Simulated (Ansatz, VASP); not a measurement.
CoO: VASP beside Ansatz

Contents of INCAR:

```
SYSTEM = CoO
  PREC = Accurate
  ENCUT = 520
  EDIFF = 1E-6
  ISMEAR = 0
  SIGMA = 0.1
  LREAL = .False.
  LASPH = .True.
  NELM = 150
  ALGO = Normal
  ISIF = 2
  LWAVE = .False.
  LCHARG = .True.
  ISPIN = 2
  MAGMOM = 2.75 0.38
  LORBIT = 11
  LMAXMIX = 4
  GGA = PS
  LELF = .True.
  LVHAR = .True.
  NBANDS = 18
```

Contents of KPOINTS:

```
regular mesh
0
Gamma
  18 18 18
  0 0 0
```

Contents of POSCAR:

```
CoO
1.0
    1.5054695445      0.8691832468      2.4399269062
   -1.5054695445      0.8691832468      2.4399269062
    0.0000000000     -1.7383664936      2.4399269062
Co O
1 1
Direct
    0.0000000000      0.0000000000      0.0000000000
    0.5000000000      0.5000000000      0.5000000000
```

Input for Ansatz:

```yaml
crystal:
  lattice:
    - [1.5054695445, 0.8691832468, 2.4399269062]
    - [-1.5054695445, 0.8691832468, 2.4399269062]
    - [0.0, -1.7383664936, 2.4399269062]
  atoms:
    - { symbol: Co, position: [0.0, 0.0, 0.0], spin: 2.75 }
    - { symbol: O, position: [0.5, 0.5, 0.5], spin: 0.38 }
basis:
  ecutwfc: 850
kpoints:
  mp_grid: { grid: [18, 18, 18] }
hamiltonian:
  xc: pbesol
scf:
  occupations: { method: gaussian, width: 0.1 }
output:
  forces: true
  stress: true
  eigenvalues: true
  populations: true
magnetization:
  spin_polarized: true
```

Alike in both runs: task single point; functional PBEsol; k mesh 18 × 18 × 18; occupations gaussian, width 0.1 eV; collinear spin.

|  | VASP | Ansatz |
| --- | --- | --- |
| version | VASP 6.6.1 | Ansatz 0.2.0 |
| potentials or method | VASP PAW PBE potentials, release 64 (Co, O), cutoff 520 eV | scalar-relativistic, plane waves, PAW |
| valence electrons in the cell | 15 | 23 |

|  | VASP | Ansatz | Ansatz less VASP |
| --- | --- | --- | --- |
| gap on the k mesh at the Fermi level (eV) | none | none | - |
| pressure (GPa) | -9.6 | -9.0 | +0.57 |
| traceless stress, the component that is largest in VASP (GPa) | -0.25 | -0.28 | -0.026 |
| net moment per atom (μB) | 1.47 | 1.48 | +0.013 |
| size of the moment on the site where the two differ most (μB) | 2.56 | 2.50 | -0.061 |

VASP's potentials were made for PBE, not for PBEsol. Site moments also hang on the region over which each program counts them. A gap of «none» marks a metal or a gap that the smearing closes. The functional is the same, so the differences come from potentials, cutoffs and numerics. VASP's potentials hold 15 valence electrons a cell and Ansatz's 23, so a difference there can come from the potentials and not from the codes.
